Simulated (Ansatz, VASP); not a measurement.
ZrB: VASP beside Ansatz

INCAR

```
ALGO = Normal
EDIFF = 1E-7
ENCUT = 520
GGA = PE
ISIF = 2
ISMEAR = 0
LASPH = True
LCHARG = False
LREAL = False
LWAVE = False
NBANDS = 14
NELM = 60
PREC = Accurate
SIGMA = 0.15
```

Contents of KPOINTS:

```
k-points
0
Gamma
  18 18 18
```

The input POSCAR:

```
ZrB
1.0
    0.0000000000      2.3250000000      2.3250000000
    2.3250000000      0.0000000000      2.3250000000
    2.3250000000      2.3250000000      0.0000000000
Zr B
1 1
Direct
    0.0000000000      0.0000000000      0.0000000000
    0.4596774194      0.4596774194      0.5403225806
```

Input for Ansatz:

```yaml
crystal:
  lattice:
    - [0.0, 2.325, 2.325]
    - [2.325, 0.0, 2.325]
    - [2.325, 2.325, 0.0]
  atoms:
    - { symbol: Zr, position: [0.0, 0.0, 0.0] }
    - { symbol: B, position: [0.4596774194, 0.4596774194, 0.5403225806] }
basis:
  ecutwfc: 420
kpoints:
  mp_grid: { grid: [18, 18, 18] }
hamiltonian:
  xc: pbe
scf:
  occupations: { method: gaussian, width: 0.15 }
output:
  forces: true
  stress: true
  eigenvalues: true
```

Change from the starting cell: all B atoms moved +0.188 Å, as atom 2 towards its neighbour atom 1 (Zr) at 2.325 Å.

Alike in both runs: task single point; functional PBE; k mesh 18 × 18 × 18; occupations gaussian, width 0.15 eV; no spin polarisation.

```csv
,VASP,Ansatz
version,VASP 6.6.1,Ansatz 0.2.0
potentials or method,"VASP PAW PBE potentials, release 64 (Zr_sv, B), cutoff 520 eV","scalar-relativistic, plane waves, PAW"
valence electrons in the cell,15,15
```

```tsv
	VASP	Ansatz	Ansatz less VASP
gap on the k mesh at the Fermi level (eV)	none	none	-
rms of the force components (eV/Å)	1.255	1.252	-0.0030
```

Atom by atom the forces differ by 0.003 eV/Å (rms over components). A gap of «none» marks a metal or a gap that the smearing closes.
